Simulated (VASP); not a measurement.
# Cl (P6/mmm) in VASP: notebook, part 2 of 2

VASP 6.6.1. The steps go on from the part before.

## 3. Relaxation of cell and atoms, r2SCAN

This run uses another cell than the first one: it holds 3 atoms, not 1.

POSCAR reads:

```
Cl
1.0
    4.4517808549      0.0000000000      0.0000000000
   -2.2258904275      3.8553553124      0.0000000000
    0.0000000000      0.0000000000      4.0005920559
Cl
3
Direct
    0.0000000000      0.0000000000      0.0000000000
    0.3333333333      0.6666666667      0.5000000000
    0.6666666667      0.3333333333      0.5000000000
```

INCAR.step1 reads:

```
SYSTEM = Cl
PREC = Accurate ; ENCUT = 600
ISMEAR = 0 ; SIGMA = 0.1
LREAL = .FALSE. ; LASPH = .TRUE.
NELM = 100 ; GGA = PE
ALGO = Normal ; EDIFF = 1E-4
LWAVE = .TRUE. ; LCHARG = .FALSE.
```

INCAR.step2 reads:

```
SYSTEM = Cl
PREC = Accurate ; ENCUT = 600
EDIFF = 1E-6 ; ISMEAR = 0
SIGMA = 0.1 ; LREAL = .FALSE.
LASPH = .TRUE. ; NELM = 100
ALGO = Normal ; ISIF = 3
LWAVE = .FALSE. ; LCHARG = .FALSE.
METAGGA = R2SCAN ; LMIXTAU = .TRUE.
IBRION = 2 ; NSW = 100
EDIFFG = -0.01 ; ISTART = 1
```

KPOINTS reads:

```
regular mesh
0
G
  12 12 12
  0 0 0
```

Potentials or basis: VASP PAW PBE potentials, release 64 (Cl).

Command:

```console
cat potpaw_PBE.64/Cl/POTCAR > POTCAR
cp INCAR.step1 INCAR
mpirun -np 1 vasp_std > vasp.out
cp INCAR.step2 INCAR
mpirun -np 1 vasp_std > vasp.out
```

OUTCAR:

```text
SYSTEM = Cl
   PREC = Accurate
   ENCUT = 600
   EDIFF = 1E-6
   ISMEAR = 0
   LREAL = .FALSE.
   LASPH = .TRUE.
   NELM = 100
   ISIF = 3
   METAGGA = R2SCAN
   IBRION = 2
   NSW = 100
   EDIFFG = -0.01
   ISTART = 1

 ion  position               nearest neighbor table
   1  0.000  0.000  0.000-
   2  0.333  0.667  0.500-   3 2.57   3 2.57   3 2.57
   3  0.667  0.333  0.500-   2 2.57   2 2.57   2 2.57

  LATTYP: Found a hexagonal cell.
 ALAT       =     4.4517808549
 C/A-ratio  =     0.8986498182

  Lattice vectors:

 A1 = (   4.4517808549,   0.0000000000,   0.0000000000)
 A2 = (  -2.2258904275,   3.8553553124,   0.0000000000)
 A3 = (   0.0000000000,   0.0000000000,   4.0005920559)

Analysis of symmetry for initial positions (statically):
=====================================================================
 Subroutine PRICEL returns:
 Original cell was already a primitive cell.

 Routine SETGRP: Setting up the symmetry group for a
 hexagonal supercell.

 Subroutine GETGRP returns: Found 24 space group operations
 (whereof 24 operations were pure point group operations)
 out of a pool of 24 trial point group operations.

The static configuration has the point symmetry D_6h.

Analysis of symmetry for dynamics (positions and initial velocities):
=====================================================================
 Subroutine PRICEL returns:
 Original cell was already a primitive cell.

 Routine SETGRP: Setting up the symmetry group for a
 hexagonal supercell.

 Subroutine GETGRP returns: Found 24 space group operations
 (whereof 24 operations were pure point group operations)
 out of a pool of 24 trial point group operations.

The dynamic configuration has the point symmetry D_6h.

 Subroutine INISYM returns: Found 24 space group operations
 (whereof 24 operations are pure point group operations),
 and found     1 'primitive' translations

----------------------------------------------------------------------------------------

                                     Primitive cell

  volume of cell :      68.6629

  direct lattice vectors                    reciprocal lattice vectors
     4.451780855  0.000000000  0.000000000     0.224629206  0.129689733  0.000000000
    -2.225890427  3.855355312  0.000000000     0.000000000  0.259379465  0.000000000
     0.000000000  0.000000000  4.000592056     0.000000000  0.000000000  0.249963002

  length of vectors
     4.451780855  4.451780855  4.000592056     0.259379465  0.259379465  0.249963002

  position of ions in fractional coordinates (direct lattice)
     0.000000000  0.000000000  0.000000000
     0.333333333  0.666666667  0.500000000
     0.666666667  0.333333333  0.500000000

  ion indices of the primitive-cell ions
   primitive index   ion index
                 1           1
                 2           2
[... 111 lines left out ...]
   NGX = 17   NGY = 17   NGZ = 15

--------------------------------------- Ionic step        1  -------------------------------------------

 number of electron      20.9999999 magnetization

 Free energy of the ion-electron system (eV)
  ---------------------------------------------------
  ext. energy  EPLUGINS =         0.00000000
  ---------------------------------------------------
  free energy    TOTEN  =       -15.97114286 eV

  energy without entropy =      -15.95207311  energy(sigma->0) =      -15.96160798

------------------------ aborting loop because EDIFF is reached ----------------------------------------

  FORCE on cell =-STRESS in cart. coord.  units (eV):
  Direction    XX          YY          ZZ          XY          YZ          ZX
  --------------------------------------------------------------------------------------
  -------------------------------------------------------------------------------------
  Total       -0.0539120     -0.0539120     -0.0078515      0.0000000      0.0000000      0.0000000
  in kB       -1.2579799     -1.2579799     -0.1832063      0.0000000      0.0000000      0.0000000
  external PRESSURE =      -0.8997221 kB  Pullay stress =       0.0000000 kB

 VOLUME and BASIS-vectors are now :
 -----------------------------------------------------------------------------
  energy-cutoff  :      600.00
  volume of cell :       68.66
      direct lattice vectors                 reciprocal lattice vectors
     4.451780855  0.000000000  0.000000000     0.224629206  0.129689733  0.000000000
    -2.225890427  3.855355312  0.000000000     0.000000000  0.259379465  0.000000000
     0.000000000  0.000000000  4.000592056     0.000000000  0.000000000  0.249963002

 POSITION                                       TOTAL-FORCE (eV/Angst)
 -----------------------------------------------------------------------------------
      0.00000      0.00000      0.00000        -0.000000      0.000000      0.000000
     -0.00000      2.57024      2.00030         0.000000      0.000000     -0.000000
      2.22589      1.28512      2.00030        -0.000000      0.000000      0.000000
 -----------------------------------------------------------------------------------
    total drift:                                0.000000     -0.000000     -0.000000

  FREE ENERGIE OF THE ION-ELECTRON SYSTEM (eV)
  ---------------------------------------------------
  free  energy   TOTEN  =       -15.9711428552 eV

  energy  without entropy=      -15.9520731053  energy(sigma->0) =      -15.96160798

--------------------------------------- Ionic step        2  -------------------------------------------

 number of electron      20.9999999 magnetization

 Free energy of the ion-electron system (eV)
  ---------------------------------------------------
  ext. energy  EPLUGINS =         0.00000000
  ---------------------------------------------------
  free energy    TOTEN  =       -15.97119682 eV

  energy without entropy =      -15.95221069  energy(sigma->0) =      -15.96170375

 E-fermi :   0.9176     XC(G=0):  -9.5736

 val. band max:        0.9103215222   @ k =   0.5000   0.0000   0.2500
 cond. band min:       0.9185421084   @ k =   0.0000   0.0000   0.0000
 fundamental gap:      0.0082205862
 Fermi energy:         0.9175832823

 k-point     1 :       0.0000    0.0000    0.0000
  band No.  band energies     occupation
      1     -15.9610      2.00000
      2     -12.5384      2.00000
      3     -12.5129      2.00000
      4      -3.6612      2.00000
      5      -3.6612      2.00000
      6      -2.5009      2.00000
      7      -1.0324      2.00000
      8      -1.0324      2.00000
      9       0.3604      2.00000
     10       0.9185      0.98918
     11       1.6338      0.00000
     12       1.6338      0.00000
     13       8.4992      0.00000
     14      10.7693      0.00000
[... 377 lines left out ...]
      1     -15.3491      2.00000
      2     -13.4919      2.00000
      3     -12.6132      2.00000
      4      -4.2402      2.00000
      5      -2.9804      2.00000
      6      -1.8985      2.00000
      7      -0.4466      2.00000
      8       0.0390      2.00000
      9       0.0422      2.00000
     10       0.2514      2.00000
     11       0.6798      1.99923
     12       1.5822      0.00000
     13      10.0844      0.00000
     14      11.1829      0.00000

 [... further k-points ...]
[... 5 lines left out ...]
  --------------------------------------------------------------------------------------
  -------------------------------------------------------------------------------------
  Total       -0.0108157     -0.0108157      0.0062087      0.0000000     -0.0000000      0.0000000
  in kB       -0.2528435     -0.2528435      0.1451422      0.0000000     -0.0000000      0.0000000
  external PRESSURE =      -0.1201816 kB  Pullay stress =       0.0000000 kB

 VOLUME and BASIS-vectors are now :
 -----------------------------------------------------------------------------
  energy-cutoff  :      600.00
  volume of cell :       68.54
      direct lattice vectors                 reciprocal lattice vectors
     4.447921370  0.000000000  0.000000000     0.224824118  0.129802265 -0.000000000
    -2.223960685  3.852012901  0.000000000    -0.000000000  0.259604530 -0.000000000
     0.000000000  0.000000000  4.000086945     0.000000000 -0.000000000  0.249994566

 POSITION                                       TOTAL-FORCE (eV/Angst)
 -----------------------------------------------------------------------------------
      4.44792      0.00000      0.00000         0.000000     -0.000000      0.000000
     -0.00000      2.56801      2.00004        -0.000000     -0.000000     -0.000000
      2.22396      1.28400      2.00004        -0.000000      0.000000      0.000000
 -----------------------------------------------------------------------------------
    total drift:                                0.000000     -0.000000     -0.000000

  FREE ENERGIE OF THE ION-ELECTRON SYSTEM (eV)
  ---------------------------------------------------
  free  energy   TOTEN  =       -15.9711968179 eV

  energy  without entropy=      -15.9522106903  energy(sigma->0) =      -15.96170375

 reached required accuracy - stopping structural energy minimisation
```

Wall time 11 min (1 thread of AMD EPYC 7R43 (Zen 3), shared host); peak memory 0.24 GiB.

What came out:

* Free energy: -15.9712 eV
* Relaxed volume: 22.85 Å³/atom
* Relaxed cell: a = 4.448 Å, b = 4.448 Å, c = 4.000 Å, α = 90.00°, β = 90.00°, γ = 120.00°
* Space group after relaxing (to 0.05 Å): P6/mmm (No. 191)
* Energy gained by relaxing: 0.0 meV/atom
* Ionic steps: 2
* Pressure after relaxing: 0.0 GPa

Final structure:
```
CELL_PARAMETERS angstrom
4.44792 0.00000 0.00000
-2.22396 3.85201 0.00000
0.00000 0.00000 4.00009
ATOMIC_POSITIONS crystal
Cl 0.00000 0.00000 0.00000
Cl 0.33333 0.66667 0.50000
Cl 0.66667 0.33333 0.50000
```

Caveat: the PAW data sets were made with another functional, which shifts forces and pressure a little; an odd number of electrons without spin polarisation forces a metal; a magnetic or distorted state may lie lower.
